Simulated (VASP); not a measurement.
# Si8O15 (a cell with a defect) in VASP: a series of runs

Si8O15 (a cell with a defect) is run at these levels: PBE; tasks: single point.

All numbers are computed with VASP 6.6.1; they aren't measurements. Logs are shortened: lines on timing, memory, paths and dates and some standing lists are left out, and cuts for length are marked.

## 1. The cell of the first run

The cell holds a defect, 23 atoms: a = 5.878 Å, b = 5.878 Å, c = 5.320 Å, α = 90.00°, β = 90.00°, γ = 90.00°.

## 2. Single point, PBE, collinear spin

INCAR reads:

```
SYSTEM = Si8O15
PREC = Accurate
ENCUT = 520
EDIFF = 1E-7
ISMEAR = 0
SIGMA = 0.02
LREAL = Auto
LASPH = .TRUE.
NELM = 150
ALGO = Normal
ISIF = 2
LWAVE = .FALSE.
LCHARG = .TRUE.
ISPIN = 2
MAGMOM = 0 0 0 0 0 0 0 0 0 0 0 0 0 0 0 0 0 0 0 0 0 0.05 0
LORBIT = 11
GGA = PE
LELF = .TRUE.
LVHAR = .TRUE.
NELECT = 121.0
NBANDS = 82
```

KPOINTS reads:

```
Automatic mesh
0
G
  2 2 3
  0 0 0
```

POSCAR reads:

```
Si8O15
1.0
   -4.1564000000     -4.1564000000      0.0000000000
    4.1564000000     -4.1564000000      0.0000000000
    0.0000000000      0.0000000000      5.3204000000
Si O
8 15
Direct
    0.5006133914      0.5045728274      0.0221983310
    0.0004339092      0.5006398566      0.2501441621
    0.5005555288      0.5045597151      0.4780990151
    0.0005308681      0.4969320806      0.7501449139
    0.0003969782     -0.0009962949     -0.0004529735
    0.5004181503      0.0065448465      0.2501420946
    0.0003878356     -0.0009936483      0.5007407338
    0.5003868733     -0.0478387547      0.7501413428
    0.1965622895      0.5023379607      0.0054073002
    0.0004052786      0.1927715090      0.2501428464
    0.8040723944      0.5021062698      0.0053465905
    0.0001479646      0.8067332307      0.2501477333
    0.1965606053      0.5023353142      0.4948761371
    0.0004493071      0.1948718843      0.7501458537
    0.8040732365      0.5021027813      0.4949362830
    0.0001948802      0.8029751708      0.7501404030
    0.6916940141      0.0031806371     -0.0057993760
    0.5003843470      0.7044128332      0.2501524321
    0.3089931190      0.0028676258     -0.0058083979
    0.5000981619      0.3032927533      0.2501396512
    0.6916923299      0.0031864113      0.5060916472
    0.4999900154      0.4089542633      0.7501462296
    0.3089933596      0.0028743624      0.5060999173
```

Potentials or basis: VASP PAW PBE potentials, release 64 (Si, O).

On the command line:

```
$ cat potpaw_PBE.64/Si/POTCAR potpaw_PBE.64/O/POTCAR > POTCAR
$ mpirun -np 1 vasp_std > vasp.out
```

OUTCAR:

```text
SYSTEM = Si8O15
   PREC = Accurate
   ENCUT = 520
   EDIFF = 1E-7
   ISMEAR = 0
   LREAL = Auto
   LASPH = .TRUE.
   NELM = 150
   ISIF = 2
   ISPIN = 2
   LORBIT = 11
   GGA = PE
   NELECT = 121.0

 ion  position               nearest neighbor table
   1  0.501  0.505  0.022-  22 1.55  18 1.69  20 1.69  11 1.79   9 1.79   3 2.43   3 2.89   8 3.00

   2  0.000  0.501  0.250-  13 1.74   9 1.74  15 1.74  11 1.74  12 1.80  10 1.81   4 2.66   4 2.66

   3  0.501  0.505  0.478-  22 1.55  18 1.69  20 1.69  15 1.79  13 1.79   1 2.43   1 2.89   8 3.00
[... 11 lines left out ...]
   9  0.197  0.502  0.005-   2 1.74   4 1.78   1 1.79
  10  0.000  0.193  0.250-   7 1.75   5 1.75   2 1.81
  11  0.804  0.502  0.005-   2 1.74   4 1.78   1 1.79
  12  0.000  0.807  0.250-   7 1.75   5 1.75   2 1.80
  13  0.197  0.502  0.495-   2 1.74   4 1.78   3 1.79
  14  0.000  0.195  0.750-   5 1.76   7 1.76   4 1.78
  15  0.804  0.502  0.495-   2 1.74   4 1.78   3 1.79
  16  0.000  0.803  0.750-   7 1.76   5 1.76   4 1.80
  17  0.692  0.003  0.994-   8 1.74   6 1.77   5 1.81
  18  0.500  0.704  0.250-   1 1.69   3 1.69   6 1.78
  19  0.309  0.003  0.994-   8 1.74   6 1.77   5 1.81
  20  0.500  0.303  0.250-   1 1.69   3 1.69   6 1.74
  21  0.692  0.003  0.506-   8 1.74   6 1.77   7 1.81
  22  0.500  0.409  0.750-   3 1.55   1 1.55
  23  0.309  0.003  0.506-   8 1.74   6 1.77   7 1.81

  LATTYP: Found a simple tetragonal cell.
 ALAT       =     5.8780372506
 C/A-ratio  =     0.9051320659

  Lattice vectors:

 A1 = (  -4.1564000000,  -4.1564000000,   0.0000000000)
 A2 = (   4.1564000000,  -4.1564000000,   0.0000000000)
 A3 = (   0.0000000000,   0.0000000000,   5.3204000000)

Analysis of symmetry for initial positions (statically):
=====================================================================
 Subroutine PRICEL returns:
 Original cell was already a primitive cell.

 Routine SETGRP: Setting up the symmetry group for a
 simple tetragonal supercell.

 Subroutine GETGRP returns: Found  1 space group operations
 (whereof  1 operations were pure point group operations)
 out of a pool of 16 trial point group operations.

The static configuration has the point symmetry C_1 .

Analysis of symmetry for dynamics (positions and initial velocities):
=====================================================================
 Subroutine PRICEL returns:
 Original cell was already a primitive cell.

 Routine SETGRP: Setting up the symmetry group for a
 simple tetragonal supercell.

 Subroutine GETGRP returns: Found  1 space group operations
 (whereof  1 operations were pure point group operations)
 out of a pool of 16 trial point group operations.

The dynamic configuration has the point symmetry C_1 .

Analysis of structural, dynamic, and magnetic symmetry:
=====================================================================
 Subroutine PRICEL returns:
 Original cell was already a primitive cell.

 Routine SETGRP: Setting up the symmetry group for a
 simple tetragonal supercell.

 Subroutine GETGRP returns: Found  1 space group operations
 (whereof  1 operations were pure point group operations)
 out of a pool of 16 trial point group operations.

The overall configuration has the point symmetry C_1 .

 Subroutine INISYM returns: Found  1 space group operations
 (whereof  1 operations are pure point group operations),
 and found     1 'primitive' translations

----------------------------------------------------------------------------------------

                                     Primitive cell

  volume of cell :     183.8269

  direct lattice vectors                    reciprocal lattice vectors
    -4.156400000 -4.156400000  0.000000000    -0.120296410 -0.120296410  0.000000000
     4.156400000 -4.156400000  0.000000000     0.120296410 -0.120296410  0.000000000
     0.000000000  0.000000000  5.320400000     0.000000000  0.000000000  0.187955793

[... 89 lines left out ...]
  0.500000  0.500000  0.333333      2.000000
   k-points           NKPTS =      8   k-points in BZ     NKDIM =      8   number of bands    NBANDS=     82
   number of dos      NEDOS =    301   number of ions     NIONS =     23
   total plane-waves  NPLWV =  92160
   dimension x,y,z NGX =    48 NGY =   48 NGZ =   40
   dimension x,y,z NGXF=    96 NGYF=   96 NGZF=   80
   ions per type =               8  15
   NGX,Y,Z   is equivalent  to a cutoff of  13.58, 13.58, 12.50 a.u.
   NGXF,Y,Z  is equivalent  to a cutoff of  27.15, 27.15, 25.00 a.u.
 SYSTEM =  Si8O15
   PREC   = accura    normal or accurate (medium, high low for compatibility)
   ISTART =      0    job   : 0-new  1-cont  2-samecut
   ICHARG =      2    charge: 1-file 2-atom 10-const
   ISPIN  =      2    spin polarized calculation?
   LNONCOLLINEAR =      F non collinear calculations
   LSORBIT =      F    spin-orbit coupling
   LASPH  =      T    aspherical Exc in radial PAW
   ENCUT  =  520.0 eV  38.22 Ry    6.18 a.u.  10.93 10.93  9.89*2*pi/ulx,y,z
   NELM   =    150;   NELMIN=  2; NELMDL= -5     # of ELM steps
   EDIFF  = 0.1E-06   stopping-criterion for ELM
   LREAL  =      T    real-space projection
   EDIFFG = 0.1E-05   stopping-criterion for IOM
   NSW    =      0    number of steps for IOM
   IBRION =     -1    ionic relax: 0-MD 1-quasi-New 2-CG
   NFREE  =      0    steps in history (QN), initial steepest desc. (CG)
   ISIF   =      2    stress and relaxation
   ISYM   =      2    0-nonsym 1-usesym 2-fastsym
   POTIM  = 0.5000    time-step for ionic-motion
   TEBEG  =    0.0;   TEEND  =   0.0 temperature during run
   PSTRESS=    0.0 pullay stress
   NELECT =     121.0000    total number of electrons
   NUPDOWN=      -1.0000    fix difference up-down
   EMIN   =  10.00;   EMAX   =-10.00  energy-range for DOS
   EFERMI =   0.00;   METHOD = LEGACY
   ISMEAR =     0;   SIGMA  =   0.02  broadening in eV -4-tet -1-fermi 0-gaus
   EFERMI_NEDOS =   21; number of points for ismear=-14 and -15
   IALGO  =     38    algorithm
   IMIX   =      4    mixing-type and parameters
     AMIX     =   0.40;   BMIX     =  1.00
     AMIX_MAG =   1.60;   BMIX_MAG =  1.00
  volume/ion in A,a.u.               =       7.99        53.94
  Fermi-wavevector in a.u.,A,eV,Ry     =   1.424078  2.691116 27.592572  2.027997
  Thomas-Fermi vector in A             =   2.544607
   LORBIT       =     11    0 simple, 1 ext, 2 COOP (PROOUT), +10 PAW based schemes
   GGA     = PE    functional components
   LHFCALC =     F    Hartree Fock is set to
   AEXX    =    0.0000 exact exchange contribution
   IVDW    =     0    specifies the selected vdW correction
   LEPSILON=     F    determine dielectric tensor
   LRPA    =     F    only Hartree local field effects (RPA)
 spin polarized calculation
 Gauss-broadening in eV      SIGMA  =   0.02
  energy-cutoff  :      520.00
  volume of cell :      183.83
 maximum number of plane-waves:      4996
 NGX is ok and might be reduce to    48
   NGX = 21   NGY = 21   NGZ = 19

 number of electron     120.9999986 magnetization       0.0000005

 number of electron     120.9999986 magnetization      -0.0000000

 Free energy of the ion-electron system (eV)
  ---------------------------------------------------
  ext. energy  EPLUGINS =         0.00000000
  ---------------------------------------------------
  free energy    TOTEN  =      -181.49209845 eV

  energy without entropy =     -181.49199257  energy(sigma->0) =     -181.49204551

 E-fermi :   9.5913     XC(G=0): -12.0624

 val. band max:        9.5535158622   @ k =   0.0000   0.0000   0.3333
 cond. band min:       9.6290969611   @ k =   0.5000   0.0000   0.3333
 fundamental gap:      0.0755810988
 Fermi energy:         9.5913062927

 spin component 1

 k-point     1 :       0.0000    0.0000    0.0000
  band No.  band energies     occupation
      1     -14.6511      1.00000
      2     -13.1682      1.00000
      3     -12.8597      1.00000
      4     -11.9956      1.00000
      5     -11.9570      1.00000
      6     -11.6831      1.00000
[... 589 lines left out ...]
     71      17.8463      0.00000
     72      18.0090      0.00000
 Fermi energy:         9.5913062927

 spin component 2

 k-point     1 :       0.0000    0.0000    0.0000
  band No.  band energies     occupation
      1     -14.6511      1.00000
      2     -13.1682      1.00000
      3     -12.8597      1.00000
      4     -11.9956      1.00000
      5     -11.9570      1.00000
      6     -11.6831      1.00000
[... 589 lines left out ...]
     71      17.8463      0.00000
     72      18.0090      0.00000
 [bands above 72 left out]

------------------------ aborting loop because EDIFF is reached ----------------------------------------

  FORCE on cell =-STRESS in cart. coord.  units (eV):
  Direction    XX          YY          ZZ          XY          YZ          ZX
  --------------------------------------------------------------------------------------
  -------------------------------------------------------------------------------------
  Total        5.6874842      5.6211460     17.7360904     -2.2236974      0.0013998     -0.0027682
  in kB       49.5703324     48.9921499    154.5822137    -19.3810505      0.0122000     -0.0241268
  external PRESSURE =      84.3815653 kB  Pullay stress =       0.0000000 kB

 VOLUME and BASIS-vectors are now :
 -----------------------------------------------------------------------------
  energy-cutoff  :      520.00
  volume of cell :      183.83
      direct lattice vectors                 reciprocal lattice vectors
    -4.156400000 -4.156400000  0.000000000    -0.120296410 -0.120296410  0.000000000
     4.156400000 -4.156400000  0.000000000     0.120296410 -0.120296410  0.000000000
     0.000000000  0.000000000  5.320400000     0.000000000  0.000000000  0.187955793

 POSITION                                       TOTAL-FORCE (eV/Angst)
 -----------------------------------------------------------------------------------
      0.01646     -4.17796      0.11810         0.136975     -0.108960     -0.440191
      2.07906     -2.08266      1.33087         0.196658     -0.185337     -0.000123
      0.01664     -4.17766      2.54368         0.134946     -0.112631      0.436770
      2.06324     -2.06765      3.99107         0.094779     -0.083754     -0.000769
      4.15061     -4.15391      5.31799         0.083058     -0.076858     -0.037883
     -2.05273     -2.10714      1.33086         0.156675     -0.141577      0.000052
[... 15 lines left out ...]
     -0.37838     -3.77794      3.99108        -2.522939      2.505174      0.002622
     -1.27235     -1.29625      2.69265        -0.037860      0.058057      0.053452
 -----------------------------------------------------------------------------------
    total drift:                               -0.001973      0.004633      0.004033

  FREE ENERGIE OF THE ION-ELECTRON SYSTEM (eV)
  ---------------------------------------------------
  free  energy   TOTEN  =      -181.4920984453 eV

  energy  without entropy=     -181.4919925743  energy(sigma->0) =     -181.49204551

 total charge

# of ion       s       p       d       tot
------------------------------------------
    1        0.624   0.959   0.000   1.583
    2        0.593   0.901   0.000   1.494
    3        0.624   0.959   0.000   1.583
    4        0.578   0.848   0.000   1.426
    5        0.586   0.873   0.000   1.458
    6        0.584   0.880   0.000   1.464
[... 15 lines left out ...]
   22        1.576   3.785   0.000   5.362
   23        1.556   3.654   0.000   5.210
--------------------------------------------------
tot         28.141  62.507   0.000  90.649

 magnetization (x)

# of ion       s       p       d       tot
------------------------------------------
    1        0.000   0.000   0.000   0.000
    2       -0.000  -0.000   0.000  -0.000
    3        0.000   0.000   0.000   0.000
    4       -0.000  -0.000   0.000  -0.000
    5        0.000   0.000   0.000   0.000
    6        0.000   0.000   0.000   0.000
[... 15 lines left out ...]
   22       -0.000  -0.000   0.000  -0.000
   23        0.000  -0.000   0.000  -0.000
--------------------------------------------------
tot         -0.000  -0.000   0.000  -0.000
```

Wall time 3.6 min (1 thread of Intel Xeon 6975P-C (Granite Rapids), shared host); peak memory 0.42 GiB.

Results:

```yaml
Free_energy: -181.4921 eV
Largest_force: 3.555 eV/Å
Net_moment: 0.00 μB per cell
Valence_electrons_inside_the_program's_atomic_spheres: Si 1.58, 1.49, 1.43, 1.46; O 5.24, 5.23, 5.21, 5.29, 5.30, 5.36
```

Forces on the atoms (eV/Å):
```
Si   0.137 -0.109 -0.440
Si   0.197 -0.185  0.000
Si   0.135 -0.113  0.437
Si   0.095 -0.084 -0.001
Si   0.083 -0.077 -0.038
Si   0.157 -0.142  0.000
Si   0.082 -0.077  0.038
Si   0.216 -0.212  0.000
O    0.210 -0.262 -0.108
O    0.147 -0.150  0.000
O    0.252 -0.219 -0.106
O    0.113 -0.118  0.000
O    0.210 -0.261  0.109
O    0.105 -0.106  0.000
O    0.253 -0.218  0.108
O    0.093 -0.098  0.002
O   -0.062  0.037 -0.058
O    0.093 -0.103  0.001
O   -0.038  0.058 -0.055
O    0.144 -0.161  0.001
O   -0.062  0.037  0.057
O   -2.523  2.505  0.003
O   -0.038  0.058  0.053
```

Levels at points of the mesh, in eV from the Fermi level:
Spin up:
| k point | band 59 | band 60 | band 61 | band 62 | band 63 | band 64 |
| --- | --- | --- | --- | --- | --- | --- |
| (0.00, 0.00, 0.00) | -2.43 | -1.77 | -0.57 | 4.22 | 4.72 | 4.88 |
| (0.50, 0.00, 0.00) | -2.54 | -2.37 | -0.09 | 4.54 | 5.03 | 5.47 |
| (0.00, 0.50, 0.00) | -2.59 | -2.09 | -0.22 | 3.87 | 4.53 | 5.52 |
| (0.50, 0.50, 0.00) | -2.64 | -2.58 | -0.12 | 4.20 | 5.03 | 6.08 |
Spin down:
```tsv
k point	band 58	band 59	band 60	band 61	band 62	band 63	band 64	band 65
(0.00, 0.00, 0.00)	-2.82	-2.43	-1.77	-0.57	4.22	4.72	4.88	5.08
(0.50, 0.00, 0.00)	-3.21	-2.54	-2.37	-0.09	4.54	5.03	5.47	5.53
(0.00, 0.50, 0.00)	-2.66	-2.59	-2.09	-0.22	3.87	4.53	5.52	5.68
(0.50, 0.50, 0.00)	-3.01	-2.64	-2.58	-0.12	4.20	5.03	6.08	6.45
```

Caveat: the k points lie up to 0.53 Å⁻¹ apart; the cell carries a net charge on a neutralising background, which shifts energy and pressure; the cell is charged against a uniform background, so pressure and absolute levels hang on convention.

## 3. Single point, PBE, collinear spin

INCAR reads:

```
SYSTEM = Si8O15
PREC     = Accurate       ! precision mode
ENCUT    = 520            ! plane-wave cutoff, eV
EDIFF    = 1E-7           ! SCF threshold, eV
ISMEAR   = 0              ! smearing method
SIGMA    = 0.02           ! smearing width, eV
LREAL    = Auto         
LASPH    = .True.         ! aspherical terms in the spheres
NELM     = 150            ! most SCF steps
ALGO     = Normal         ! electronic algorithm
ISIF     = 2              ! what is computed and relaxed
LWAVE    = .False.        ! write WAVECAR
LCHARG   = .False.        ! write CHGCAR
ISPIN    = 2              ! spin polarisation
MAGMOM   = 0 0 0 0 0 0 0 0 0 0 0 0 0 0 0 0 0 0 0 0 0 0.05 0 ! initial moments
LORBIT   = 11             ! projections on sites
GGA      = PE             ! functional
NELECT   = 121.0        
NBANDS   = 82             ! bands
```

KPOINTS reads:

```
Automatic mesh
0
Gamma
  2 2 3
  0 0 0
```

POSCAR reads:

```
Si8O15
1.0
   -4.1564000000     -4.1564000000      0.0000000000
    4.1564000000     -4.1564000000      0.0000000000
    0.0000000000      0.0000000000      5.3204000000
Si O
8 15
Direct
    0.5002644115      0.4995079877      0.0122034058
    0.0002307285      0.5040359446      0.2500719871
    0.5002469685      0.4995035367      0.4879492143
    0.0002409537      0.4989164902      0.7500704834
    0.0001954817     -0.0003268453     -0.0010756710
    0.5001852565      0.0024701665      0.2500689798
    0.0001913916     -0.0003241988      0.5012198331
    0.5002039024     -0.0247491820      0.7500701075
    0.1973306227      0.5052215860      0.0012156981
    0.0002476903      0.1953506640      0.2500706714
    0.8030131845      0.5050483592      0.0012147583
    0.0000647195      0.8077348186      0.2500751823
    0.1973264123      0.5052214657      0.4989232013
    0.0002463670      0.1960208353      0.7500746184
    0.8030148686      0.5050473968      0.4989237651
    0.0000560581      0.8045330093      0.7500695436
    0.6922592869     -0.0010332259     -0.0053435832
    0.5002197815      0.6995013714      0.2500755582
    0.3080906554     -0.0012484361     -0.0053721525
    0.5000135935      0.3022761284      0.2500684159
    0.6922591666     -0.0010292561      0.5054894369
    0.5000259840      0.3527273602      0.7500806330
    0.3080901742     -0.0012441055      0.5055176303
```

Potentials or basis: VASP PAW PBE potentials, release 64 (Si, O).

On the command line:

```
$ cat potpaw_PBE.64/Si/POTCAR potpaw_PBE.64/O/POTCAR > POTCAR
$ mpirun -np 1 vasp_std > vasp.out
```

Run time: 3.9 min. Hardware: 1 thread of Intel Xeon 6975P-C (Granite Rapids), shared host; peak memory 0.42 GiB.

It converged, with:

- Free energy: -182.6063 eV
- Largest force: 2.035 eV/Å
- Net moment: 0.00 μB per cell
- Valence electrons inside the program's atomic spheres: Si 1.51, 1.46, 1.44; O 5.23, 5.22, 5.25, 5.24, 5.28

Forces in eV/Å, atoms in the order of the input:
```
Si  -0.067  0.080 -0.323
Si   0.140 -0.134 -0.001
Si  -0.068  0.079  0.322
Si   0.104 -0.097  0.000
Si   0.071 -0.068 -0.022
Si  -0.047  0.051  0.001
Si   0.070 -0.068  0.022
Si   0.653 -0.650  0.000
O    0.094 -0.163 -0.138
O    0.131 -0.131  0.001
O    0.159 -0.099 -0.138
O    0.063 -0.066  0.000
O    0.092 -0.163  0.138
O    0.093 -0.093 -0.001
O    0.160 -0.098  0.139
O    0.078 -0.080  0.000
O   -0.099  0.019  0.025
O   -0.050  0.045  0.000
O   -0.018  0.096  0.027
O    0.000 -0.010  0.001
O   -0.099  0.019 -0.025
O   -1.443  1.434 -0.001
O   -0.018  0.096 -0.028
```

Levels at points of the mesh, in eV from the Fermi level:
Spin up:
| k point | band 59 | band 60 | band 61 | band 62 | band 63 | band 64 |
| --- | --- | --- | --- | --- | --- | --- |
| (0.00, 0.00, 0.00) | -2.34 | -1.55 | -0.63 | 4.52 | 4.67 | 4.79 |
| (0.50, 0.00, 0.00) | -2.37 | -2.35 | -0.01 | 4.80 | 5.24 | 5.46 |
| (0.00, 0.50, 0.00) | -2.42 | -2.00 | -0.26 | 3.75 | 4.57 | 5.72 |
| (0.50, 0.50, 0.00) | -2.49 | -2.41 | -0.12 | 4.18 | 5.23 | 6.28 |
Spin down:
```tsv
k point	band 58	band 59	band 60	band 61	band 62	band 63	band 64	band 65
(0.00, 0.00, 0.00)	-2.70	-2.34	-1.55	-0.63	4.52	4.67	4.79	5.68
(0.50, 0.00, 0.00)	-3.13	-2.37	-2.35	-0.01	4.80	5.24	5.46	5.57
(0.00, 0.50, 0.00)	-2.63	-2.42	-2.00	-0.26	3.75	4.57	5.72	6.00
(0.50, 0.50, 0.00)	-2.81	-2.49	-2.41	-0.12	4.18	5.23	6.28	6.66
```

Caveat: the k points lie up to 0.53 Å⁻¹ apart; the cell carries a net charge on a neutralising background, which shifts energy and pressure; the cell is charged against a uniform background, so pressure and absolute levels hang on convention.
